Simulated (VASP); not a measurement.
A run of VASP 6.6.1 is set up as follows.

Contents of INCAR:

```
  ALGO = Fast
  EDIFF = 1E-6
  ENCUT = 520
  GGA = PE
  ISIF = 2
  ISMEAR = 0
  LASPH = T
  LCHARG = F
  LREAL = F
  LWAVE = F
  NBANDS = 28
  NELM = 100
  PREC = Accurate
  SIGMA = 0.1
```

Contents of KPOINTS:

```
k-points
0
Gamma
  6 6 6
```

POSCAR

```
TlPb2
1.0
   -2.0742030056      2.0742030056      5.0882792482
    2.0742030056     -2.0742030056      5.0882792482
    2.0742030056      2.0742030056     -5.0882792482
Tl Pb
1 2
Direct
    0.0000000000      0.0000000000      0.0000000000
    0.6650000000      0.6650000000      0.0000000000
    0.3350000000      0.3350000000      0.0000000000
```

Potentials or basis: VASP PAW PBE potentials, release 64 (Tl_d, Pb_d).

Launch:

```bash
$ cat potpaw_PBE.64/Tl_d/POTCAR potpaw_PBE.64/Pb_d/POTCAR > POTCAR
$ mpirun -np 1 vasp_std > vasp.out
```

Q: What does it give for the largest force?

A: 0.216 eV/Å.

Q: What does it give for the pressure?

A: 3.7 GPa.

Stress tensor (GPa, compression positive):
```
3.02 0.00 0.00
0.00 3.02 0.00
0.00 0.00 5.01
```

Caveat: the cell stands under pressure.
